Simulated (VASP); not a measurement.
## SnO: relaxation of cell and atoms with PBEsol

Crystal: SnO.

```
Sn O
1.0
     2.89188    0.00000    0.00000
    -1.44594    2.50444    0.00000
     0.00000    0.00000    4.71376
Sn O
2 2
Direct
  0.00000 0.00000 0.00000
  0.00000 0.00000 0.50000
  0.33333 0.66667 0.25000
  0.66667 0.33333 0.75000
```

```
Program                : VASP 6.6.1
Task                   : relaxation of cell and atoms
Functional             : PBEsol
Potentials or basis    : VASP PAW PBE potentials, release 64 (Sn_d, O)
Cutoff                 : 600 eV
k mesh                 : 9 × 9 × 4
Occupations            : fermi-dirac, width 0.03 eV
Spin                   : no spin polarisation
Dipole correction      : no
Further INCAR settings : ALGO = Normal; EDIFF = 1e-06; IBRION = 2; EDIFFG = -0.01; NSW = 100; ISIF = 3
```

```yaml
Relaxed_volume: 15.55 Å³/atom
Relaxed_cell: a = 3.406 Å, b = 3.406 Å, c = 6.191 Å, α = 90.00°, β = 90.00°, γ = 120.00°
Space_group_after_relaxing_to_0.05_Å: P6_3/mmc (No. 194)
Energy_gained_by_relaxing: 3885.5 meV/atom
Ionic_steps: 13
Pressure_after_relaxing: 0.0 GPa
Band_gap_on_the_k_mesh: zero (band 20 reaches 8.79 eV, above the bottom of band 21 at 8.17 eV)
```

The path:
| step | energy change (eV) | largest force (eV/Å) | pressure (GPa) | volume (Å³) |
| --- | --- | --- | --- | --- |
| 1 | 0.0000 | 0.0000 | 282.72 | 34.14 |
| 2 | 10.3788 | 0.0000 | -52.19 | 174.81 |
| 3 | -14.3784 | 0.0000 | -21.59 | 77.72 |
| 4 | -15.2386 | 0.0000 | -12.22 | 69.79 |
| 5 | -15.5100 | 0.0000 | 0.35 | 62.91 |
| 6 | -15.5091 | 0.0000 | -1.23 | 63.61 |
| 7 | -15.5261 | 0.0000 | -1.28 | 63.40 |
| 8 | -15.5381 | 0.0000 | -1.50 | 63.05 |
| 9 | -15.5366 | 0.0000 | 1.95 | 61.51 |
| 10 | -15.5414 | 0.0000 | 0.01 | 62.34 |
| 11 | -15.5414 | 0.0000 | 0.08 | 62.33 |
| 12 | -15.5417 | 0.0000 | 0.05 | 62.28 |
| 13 | -15.5418 | 0.0000 | 0.03 | 62.21 |

Final structure:
```xyz
4
Lattice="3.4061 0.0000 0.0000 -1.7031 2.9498 0.0000 0.0000 0.0000 6.1914" Properties=species:S:1:pos:R:3 pbc="T T T"
Sn    3.4061    0.0000    0.0000
Sn    3.4061    0.0000    3.0957
O     0.0000    1.9665    1.5479
O     1.7031    0.9833    4.6436
```

Levels at points of the mesh, in eV from the Fermi level:
```csv
k point,band 18,band 19,band 20,band 21,band 22,band 23
"(0.00, 0.00, 0.00)",-3.15,-3.15,-0.93,0.80,5.88,5.88
"(0.00, 0.00, 0.50)",-3.29,-2.51,-2.51,3.11,3.11,6.46
```

It took 2.2 min on 1 thread of Intel(R) Xeon(R) 6975P-C (Granite Rapids), with other jobs on the host, peak memory 0.18 GiB.

Caveat: the volume moved by over 15 % at a fixed basis, so the end points are rough; the PAW data sets were made with another functional, which shifts forces and pressure a little; spin-orbit coupling is left out, which moves the levels of the heavy elements.
